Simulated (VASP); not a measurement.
# C in VASP: a series of runs

Runs on C. Level: PBEsol. Tasks: single point.

Program: VASP 6.6.1. These are calculated values, not measurements. Logs are shortened: lines on timing, memory, paths and dates and some standing lists are left out, and cuts for length are marked.

**1. The cell of the first run**

The structure is tetragonal, space group I4_1/amd (No. 141). Conventional cell: a = 2.463 Å, b = 2.463 Å, c = 3.573 Å, α = 90.00°, β = 90.00°, γ = 90.00°. Within 2.0 Å of C (site symmetry -4m2) lie 4 C at 1.52 Å.

**2. Single point, PBEsol (in-plane strain -0.02, then relaxed in part)**

The input, INCAR:

```
ALGO = Normal
EDIFF = 1E-6
ENCUT = 1300
GGA = PS
GGA_COMPAT = False
ISIF = 2
ISMEAR = 0
LASPH = True
LCHARG = True
LELF = True
LREAL = False
LVHAR = True
LWAVE = False
NBANDS = 11
NELM = 120
PREC = Accurate
SIGMA = 0.01
```

The input, KPOINTS:

```
k-points
0
Gamma
  12 12 12
```

The input, POSCAR:

```
C
1.0
    1.7413656503      1.7413656503      0.0000000000
   -1.7413656503      1.7413656503      0.0000000000
    0.0000000000      1.7413656503      1.7863378933
C
2
Direct
    0.5000000000      0.5000000000      0.0000000000
    0.7500000000      0.2500000000      0.5000000000
```

Potentials or basis: VASP PAW PBE potentials, release 64 (C_h).

On the command line:

```sh
cat potpaw_PBE.64/C_h/POTCAR > POTCAR
mpirun -np 1 vasp_std > vasp.out
```

OUTCAR:

```text
EDIFF = 1E-6
   ENCUT = 1300
   GGA = PS
   ISIF = 2
   ISMEAR = 0
   LASPH = True
   LREAL = False
   NELM = 120
   PREC = Accurate

 ion  position               nearest neighbor table
   1  0.500  0.500  0.000-   2 1.52   2 1.52   2 1.52   2 1.52
   2  0.750  0.250  0.500-   1 1.52   1 1.52   1 1.52   1 1.52

  LATTYP: Found a body centered tetragonal cell.
 ALAT       =     2.4626629197
 C/A-ratio  =     1.4507368256

  Lattice vectors:

 A1 = (   1.7413656503,   0.0000000000,  -1.7863378933)
 A2 = (  -1.7413656503,   0.0000000000,  -1.7863378933)
 A3 = (   0.0000000000,   1.7413656503,   1.7863378933)

Analysis of symmetry for initial positions (statically):
=====================================================================
 Subroutine PRICEL returns:
 Original cell was already a primitive cell.

 Routine SETGRP: Setting up the symmetry group for a
 body centered tetragonal supercell.

 Subroutine GETGRP returns: Found 16 space group operations
 (whereof  8 operations were pure point group operations)
 out of a pool of 16 trial point group operations.

The static configuration has the point symmetry D_2d.
 The point group associated with its full space group is D_4h.

Analysis of symmetry for dynamics (positions and initial velocities):
=====================================================================
 Subroutine PRICEL returns:
 Original cell was already a primitive cell.

 Routine SETGRP: Setting up the symmetry group for a
 body centered tetragonal supercell.

 Subroutine GETGRP returns: Found 16 space group operations
 (whereof  8 operations were pure point group operations)
 out of a pool of 16 trial point group operations.

The dynamic configuration has the point symmetry D_2d.
 The point group associated with its full space group is D_4h.

 Subroutine INISYM returns: Found 16 space group operations
 (whereof  8 operations are pure point group operations),
 and found     1 'primitive' translations

----------------------------------------------------------------------------------------

                                     Primitive cell

  volume of cell :      10.8336

  direct lattice vectors                    reciprocal lattice vectors
     1.741365650  1.741365650  0.000000000     0.287130965  0.287130965 -0.279902252
    -1.741365650  1.741365650  0.000000000    -0.287130965  0.287130965 -0.279902252
     0.000000000  1.741365650  1.786337893     0.000000000  0.000000000  0.559804505

  length of vectors
     2.462662920  2.462662920  2.494665789     0.493187240  0.493187240  0.559804505

  position of ions in fractional coordinates (direct lattice)
     0.500000000  0.500000000  0.000000000
     0.750000000  0.250000000  0.500000000

  ion indices of the primitive-cell ions
   primitive index   ion index
                 1           1
                 2           2

----------------------------------------------------------------------------------------

 KPOINTS: k-points

Automatic generation of k-mesh.
 Grid dimensions read from file:
 generate k-points for:   12   12   12

 Generating k-lattice:

  Cartesian coordinates                     Fractional coordinates (reciprocal lattice)
     0.023927580  0.023927580 -0.023325188     0.083333333  0.000000000  0.000000000
    -0.023927580  0.023927580 -0.023325188     0.000000000  0.083333333  0.000000000
     0.000000000  0.000000000  0.046650375     0.000000000  0.000000000  0.083333333

  Length of vectors
     0.041098937  0.041098937  0.046650375

  Shift w.r.t. Gamma in fractional coordinates (k-lattice)
     0.000000000  0.000000000  0.000000000

 Subroutine IBZKPT returns following result:
 ===========================================

 Found    163 irreducible k-points:

 Following reciprocal coordinates:
            Coordinates               Weight
  0.000000  0.000000  0.000000      1.000000
  0.083333  0.000000  0.000000      8.000000
  0.166667  0.000000  0.000000      8.000000
  0.250000  0.000000  0.000000      8.000000
  0.333333  0.000000  0.000000      8.000000
  0.416667  0.000000  0.000000      8.000000
[... 16 lines left out ...]
  0.500000  0.166667  0.000000     16.000000
 -0.416667  0.166667  0.000000     16.000000
 [... further k-points ...]
   k-points           NKPTS =    163   k-points in BZ     NKDIM =    163   number of bands    NBANDS=     11
   number of dos      NEDOS =    301   number of ions     NIONS =      2
   total plane-waves  NPLWV =  27000
   dimension x,y,z NGX =    30 NGY =   30 NGZ =   30
   dimension x,y,z NGXF=    60 NGYF=   60 NGZF=   60
   ions per type =               2
   NGX,Y,Z   is equivalent  to a cutoff of  20.25, 20.25, 19.99 a.u.
   NGXF,Y,Z  is equivalent  to a cutoff of  40.50, 40.50, 39.98 a.u.
 SYSTEM =  unknown system
   PREC   = accura    normal or accurate (medium, high low for compatibility)
   ISTART =      0    job   : 0-new  1-cont  2-samecut
   ICHARG =      2    charge: 1-file 2-atom 10-const
   ISPIN  =      1    spin polarized calculation?
   LNONCOLLINEAR =      F non collinear calculations
   LSORBIT =      F    spin-orbit coupling
   LASPH  =      T    aspherical Exc in radial PAW
   ENCUT  = 1300.0 eV  95.55 Ry    9.77 a.u.   7.24  7.24  7.33*2*pi/ulx,y,z
   NELM   =    120;   NELMIN=  2; NELMDL= -5     # of ELM steps
   EDIFF  = 0.1E-05   stopping-criterion for ELM
   LREAL  =      F    real-space projection
   EDIFFG = 0.1E-04   stopping-criterion for IOM
   NSW    =      0    number of steps for IOM
   IBRION =     -1    ionic relax: 0-MD 1-quasi-New 2-CG
   NFREE  =      0    steps in history (QN), initial steepest desc. (CG)
   ISIF   =      2    stress and relaxation
   ISYM   =      2    0-nonsym 1-usesym 2-fastsym
   POTIM  = 0.5000    time-step for ionic-motion
   TEBEG  =    0.0;   TEEND  =   0.0 temperature during run
   PSTRESS=    0.0 pullay stress
   NELECT =       8.0000    total number of electrons
   NUPDOWN=      -1.0000    fix difference up-down
   EMIN   =  10.00;   EMAX   =-10.00  energy-range for DOS
   EFERMI =   0.00;   METHOD = LEGACY
   ISMEAR =     0;   SIGMA  =   0.01  broadening in eV -4-tet -1-fermi 0-gaus
   EFERMI_NEDOS =   21; number of points for ismear=-14 and -15
   IALGO  =     38    algorithm
   IMIX   =      4    mixing-type and parameters
     AMIX     =   0.40;   BMIX     =  1.00
     AMIX_MAG =   1.60;   BMIX_MAG =  1.00
  volume/ion in A,a.u.               =       5.42        36.55
  Fermi-wavevector in a.u.,A,eV,Ry     =   1.479723  2.796270 29.791031  2.189579
  Thomas-Fermi vector in A             =   2.593845
   LORBIT       =      0    0 simple, 1 ext, 2 COOP (PROOUT), +10 PAW based schemes
   GGA     = PS    functional components
   LHFCALC =     F    Hartree Fock is set to
   AEXX    =    0.0000 exact exchange contribution
   IVDW    =     0    specifies the selected vdW correction
   LEPSILON=     F    determine dielectric tensor
   LRPA    =     F    only Hartree local field effects (RPA)
 non-spin polarized calculation
 Gauss-broadening in eV      SIGMA  =   0.01
  energy-cutoff  :     1300.00
  volume of cell :       10.83
 maximum number of plane-waves:      1179
 NGX is ok and might be reduce to    30
   NGX = 15   NGY = 15   NGZ = 15

 number of electron       8.0000000 magnetization

 Free energy of the ion-electron system (eV)
  ---------------------------------------------------
  ext. energy  EPLUGINS =         0.00000000
  ---------------------------------------------------
  free energy    TOTEN  =       -19.24210670 eV

  energy without entropy =      -19.24210670  energy(sigma->0) =      -19.24210670

 E-fermi :  11.8830     XC(G=0): -13.8081

 val. band max:       11.7889414769   @ k =   0.0000   0.0000   0.0000
 cond. band min:      15.6046684068   @ k =  -0.3333   0.3333   0.0000
 fundamental gap:      3.8157269299
 Fermi energy:        11.8830077349

 k-point     1 :       0.0000    0.0000    0.0000
  band No.  band energies     occupation
      1     -10.4945      2.00000
      2      11.3798      2.00000
      3      11.7889      2.00000
      4      11.7889      2.00000
      5      17.2248      0.00000
      6      17.2248      0.00000
      7      17.5427      0.00000
      8      26.0794      0.00000
      9      31.2278      0.00000
     10      37.8144      0.00000
     11      38.4946      0.00000

 k-point     2 :       0.0833    0.0000    0.0000
  band No.  band energies     occupation
      1     -10.2956      2.00000
      2      10.3414      2.00000
      3      11.1997      2.00000
      4      11.4536      2.00000
      5      17.6799      0.00000
      6      17.7660      0.00000
      7      18.2116      0.00000
      8      26.1975      0.00000
      9      31.5577      0.00000
     10      35.6753      0.00000
     11      36.8182      0.00000

 k-point     3 :       0.1667    0.0000    0.0000
  band No.  band energies     occupation
      1      -9.7009      2.00000
      2       7.7441      2.00000
      3      10.4150      2.00000
      4      10.7371      2.00000
      5      18.6689      0.00000
      6      18.6859      0.00000
      7      19.4275      0.00000
      8      26.5287      0.00000
      9      32.2358      0.00000
     10      34.2089      0.00000
     11      35.0309      0.00000

 k-point     4 :       0.2500    0.0000    0.0000
  band No.  band energies     occupation
      1      -8.7179      2.00000
      2       4.8121      2.00000
      3       9.6280      2.00000
      4      10.0105      2.00000
      5      19.4483      0.00000
      6      19.6025      0.00000
      7      20.3697      0.00000
      8      26.9736      0.00000
      9      32.6503      0.00000
     10      34.0552      0.00000
     11      34.4643      0.00000
[... 239 lines left out ...]
 k-point    22 :       0.4167    0.1667    0.0000
  band No.  band energies     occupation
      1      -4.0216      2.00000
      2      -1.3717      2.00000
      3       6.0920      2.00000
      4       7.7657      2.00000
      5      19.0919      0.00000
      6      21.9992      0.00000
      7      23.6577      0.00000
      8      27.4841      0.00000
      9      31.3409      0.00000
     10      36.2131      0.00000
     11      36.9458      0.00000

 k-point    23 :       0.5000    0.1667    0.0000
  band No.  band energies     occupation
      1      -4.4383      2.00000
      2      -0.8756      2.00000
      3       6.6039      2.00000
      4       7.3857      2.00000
      5      18.6552      0.00000
      6      22.4376      0.00000
      7      23.7211      0.00000
      8      26.1250      0.00000
      9      32.1752      0.00000
     10      36.2802      0.00000
     11      38.7625      0.00000

 k-point    24 :      -0.4167    0.1667    0.0000
  band No.  band energies     occupation
      1      -6.1199      2.00000
      2       1.4802      2.00000
      3       7.1933      2.00000
      4       7.4647      2.00000
      5      18.2486      0.00000
      6      22.6575      0.00000
      7      23.6216      0.00000
      8      24.4564      0.00000
      9      33.1649      0.00000
     10      34.9665      0.00000
     11      39.5054      0.00000

 [... further k-points ...]
[... 5 lines left out ...]
  --------------------------------------------------------------------------------------
  -------------------------------------------------------------------------------------
  Total        1.7216358      1.7216358      0.0114225      0.0000000      0.0000000     -0.0000000
  in kB      254.6116822    254.6116822      1.6892667      0.0000000      0.0000000     -0.0000000
  external PRESSURE =     170.3042104 kB  Pullay stress =       0.0000000 kB

 VOLUME and BASIS-vectors are now :
 -----------------------------------------------------------------------------
  energy-cutoff  :     1300.00
  volume of cell :       10.83
      direct lattice vectors                 reciprocal lattice vectors
     1.741365650  1.741365650  0.000000000     0.287130965  0.287130965 -0.279902252
    -1.741365650  1.741365650  0.000000000    -0.287130965  0.287130965 -0.279902252
     0.000000000  1.741365650  1.786337893     0.000000000  0.000000000  0.559804505

 POSITION                                       TOTAL-FORCE (eV/Angst)
 -----------------------------------------------------------------------------------
      0.00000      1.74137      0.00000        -0.000000      0.000000      0.000000
      0.87068      2.61205      0.89317         0.000000     -0.000000      0.000000
 -----------------------------------------------------------------------------------
    total drift:                               -0.000000      0.000000      0.000000

  FREE ENERGIE OF THE ION-ELECTRON SYSTEM (eV)
  ---------------------------------------------------
  free  energy   TOTEN  =       -19.2421067037 eV

  energy  without entropy=      -19.2421067037  energy(sigma->0) =      -19.24210670
```

It took 33 s on 1 thread of Intel Xeon Platinum 8488C (Sapphire Rapids), shared host; peak memory 0.2 GiB.

Results:

```yaml
Free_energy: -19.2421 eV
Pressure: 17.0 GPa
Band_gap_on_the_k_mesh: 3.82 eV (least direct gap 5.44 eV)
```

Levels at points of the mesh, in eV from the valence-band top:
```tsv
k point	band 1	band 2	band 3	band 4	band 5	band 6	band 7	band 8
(0.00, 0.00, 0.00)	-22.28	-0.41	0.00	0.00	5.44	5.44	5.75	14.29
(0.50, 0.00, 0.00)	-16.18	-14.12	-3.31	-2.82	8.12	8.56	9.54	15.77
(0.50, 0.50, 0.00)	-13.10	-13.10	-6.88	-6.88	4.36	4.36	17.37	17.37
(0.00, 0.00, 0.50)	-13.52	-13.52	-6.49	-6.49	4.98	4.98	17.26	17.26
```

Caveat: the cell differs from its parent crystal (in-plane strain -0.02, then relaxed in part); the stress differs along the axes, from 0 to 25 GPa; the PAW data sets were made with another functional, which shifts forces and pressure a little.

**3. Single point, PBEsol**

This run uses another cell than the first one, of 5.61 Å³/atom.

The input, INCAR:

```
PREC = Accurate ; ENCUT = 1300
EDIFF = 1E-6 ; ISMEAR = -1
SIGMA = 0.1 ; LREAL = False
LASPH = True ; NELM = 120
ALGO = Normal ; ISIF = 2
LWAVE = False ; LCHARG = True
GGA = PS ; LELF = True
LVHAR = True ; NBANDS = 11
GGA_COMPAT = False
```

The input, KPOINTS:

```
regular mesh
0
Gamma
  16 16 16
```

The input, POSCAR:

```
C
1.0
    1.7769037248      1.7769037248      0.0000000000
   -1.7769037248      1.7769037248      0.0000000000
    0.0000000000      1.7769037248      1.7769037248
C
2
Direct
    0.5000000000      0.5000000000      0.0000000000
    0.7500000000      0.2500000000      0.5000000000
```

Potentials or basis: VASP PAW PBE potentials, release 64 (C_h).

On the command line:

```sh
cat potpaw_PBE.64/C_h/POTCAR > POTCAR
mpirun -np 1 vasp_std > vasp.out
```

Wall time 42 s (1 thread of Intel Xeon Platinum 8559C (Emerald Rapids), shared host); peak memory 0.19 GiB.

Results (log left out):

```
Free energy            : -19.2773 eV
Pressure               : 0.1 GPa
Band gap on the k mesh : 4.03 eV (least direct gap 5.57 eV)
```

Levels at points of the mesh, in eV from the valence-band top:
```tsv
k point	band 1	band 2	band 3	band 4	band 5	band 6	band 7	band 8	band 9
(0.00, 0.00, 0.00)	-21.67	0.00	0.00	0.00	5.57	5.57	5.57	13.62	19.10
(0.50, 0.00, 0.00)	-15.77	-13.58	-2.84	-2.84	8.43	8.43	8.99	15.59	21.80
(0.50, 0.50, 0.00)	-12.85	-12.85	-6.40	-6.40	4.63	4.63	16.95	16.95	23.28
```

Caveat: the PAW data sets were made with another functional, which shifts forces and pressure a little. A k mesh can miss the band edges.
